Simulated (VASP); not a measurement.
Write the native input for VASP 6.6.1 that does the following.

```
Task                   : single point
Functional             : PBE
Potentials or basis    : VASP PAW PBE potentials, release 64 (Sc_sv, C)
Cutoff                 : 520 eV
k mesh                 : 3 × 3 × 4
Occupations            : gaussian, width 0.1 eV
Spin                   : no spin polarisation
Dipole correction      : no
Further INCAR settings : ALGO = Normal; EDIFF = 1e-06; NBANDS = 47
```

The structure of Sc3C lies in POSCAR:

```
Sc3C
1.0
    8.4194766421      0.0000000000      0.0000000000
   -4.2097383211      7.2914806586      0.0000000000
    0.0000000000      0.0000000000      3.0322500085
Sc C
6 2
Direct
    0.7820243269      0.5640486539      0.2500000000
    0.2179756731      0.7820243269      0.7500000000
    0.4359513461      0.2179756731      0.2500000000
    0.2179756731      0.4359513461      0.7500000000
    0.7820243269      0.2179756731      0.2500000000
    0.5640486539      0.7820243269      0.7500000000
    0.3333333333      0.6666666667      0.2500000000
    0.6666666667      0.3333333333      0.7500000000
```

These files were run (other wordings do the same):

INCAR

```
SYSTEM = Sc3C
PREC = Accurate
ENCUT = 520
EDIFF = 1E-6
ISMEAR = 0
SIGMA = 0.1
LREAL = .False.
LASPH = .True.
NELM = 100
ALGO = Normal
ISIF = 2
LWAVE = .False.
LCHARG = .True.
GGA = PE
LELF = .True.
LVHAR = .True.
NBANDS = 47
```

KPOINTS

```
Automatic mesh
0
Gamma
  3 3 4
  0 0 0
```

Potentials or basis: VASP PAW PBE potentials, release 64 (Sc_sv, C).

The run is started by

```sh
$ cat potpaw_PBE.64/Sc_sv/POTCAR potpaw_PBE.64/C/POTCAR > POTCAR
$ mpirun -np 1 vasp_std > vasp.out
```

Results of the run:

```json
{
  "Pressure": "0.5 GPa",
  "Largest force": "0.052 eV/Å",
  "Band gap on the k mesh": "zero (bands 37 and 38 overlap by 0.53 eV)"
}
```

Caveat: the k points lie up to 0.52 Å⁻¹ apart, too coarse for converged energies and pressures of a metal.

Run time: 3.1 min on 1 thread of Intel Xeon 8259CL (shared host), peak memory 0.32 GiB.
